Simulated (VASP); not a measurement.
Crystal: In5GaP6.

```
In Ga P
1.0
     3.97409    0.00000    0.00000
    -1.98705    3.44167    0.00000
     0.00000    0.00000   19.46901
In Ga P
5 1 6
Cartesian
  1.9870 1.1472 12.9793
  0.0000 2.2944 6.4897
  1.9870 1.1472 3.2448
  0.0000 0.0000 0.0000
  0.0000 2.2944 16.2242
  0.0000 0.0000 9.7345
  0.0000 2.2944 11.3569
  1.9870 1.1472 8.1121
  0.0000 0.0000 4.8673
  0.0000 2.2944 1.6224
  1.9870 1.1472 17.8466
  0.0000 0.0000 14.6018
```

| Property | Result |
| --- | --- |
| Program | VASP 6.6.1 |
| Task | relaxation of cell and atoms |
| Functional | PBE |
| Potentials or basis | VASP PAW PBE potentials, release 64 (In_d, Ga_d, P) |
| Cutoff | 600 eV |
| k mesh | 6 × 6 × 1 |
| Occupations | gaussian, width 0.1 eV |
| Spin | no spin polarisation |

At the start: pressure -4.3 GPa; volume 22.19 Å³/atom.

**Question.** How do energy, volume and symmetry change on relaxing?

**Answer.** Over 14 steps the energy falls by 37.3 meV/atom and the volume is 20.53 Å³/atom (-7.5 %); space group P-3m1 (No. 164, to 0.1 Å) before and after.

Step by step:
| step | energy change (eV) | largest force (eV/Å) | pressure (GPa) | volume (Å³) |
| --- | --- | --- | --- | --- |
| 1 | 0.0000 | 0.4818 | -4.33 | 266.29 |
| 2 | -0.2910 | 0.6475 | 1.35 | 243.82 |
| 3 | -0.3018 | 0.6241 | 0.33 | 247.03 |
| 4 | -0.3427 | 0.5030 | 0.28 | 246.83 |
| 5 | -0.4050 | 0.1515 | 0.26 | 246.20 |
| 6 | -0.4060 | 0.1613 | 0.30 | 246.10 |
| 7 | -0.4201 | 0.1352 | -0.47 | 248.25 |
| 8 | -0.4209 | 0.1302 | -0.53 | 248.70 |
| 9 | -0.4315 | 0.1035 | -0.08 | 247.14 |
| 10 | -0.4334 | 0.0854 | 0.24 | 246.11 |
| 11 | -0.4392 | 0.0720 | 0.13 | 246.40 |
| 12 | -0.4441 | 0.0571 | -0.14 | 247.21 |
| 13 | -0.4444 | 0.0567 | -0.09 | 247.05 |
| 14 | -0.4474 | 0.0314 | 0.10 | 246.38 |

Final structure:
```
In Ga P
1.0
     3.84993    0.00000    0.00000
    -1.92497    3.33414    0.00000
     0.00000    0.00000   19.19424
In Ga P
5 1 6
Cartesian
  1.9250 1.1114 12.6628
  0.0000 2.2228 6.5314
  1.9250 1.1114 3.2549
  -1.9250 3.3341 0.0000
  0.0000 2.2228 15.9394
  -1.9250 3.3341 9.5971
  0.0000 2.2228 10.9999
  1.9250 1.1114 8.1943
  0.0000 0.0000 4.8951
  0.0000 2.2228 1.6251
  1.9250 1.1114 17.5692
  0.0000 0.0000 14.2992
```

Caveat: semilocal functionals underestimate gaps, so a narrow gap can read as zero; spin-orbit coupling is left out, which moves the levels of the heavy elements.
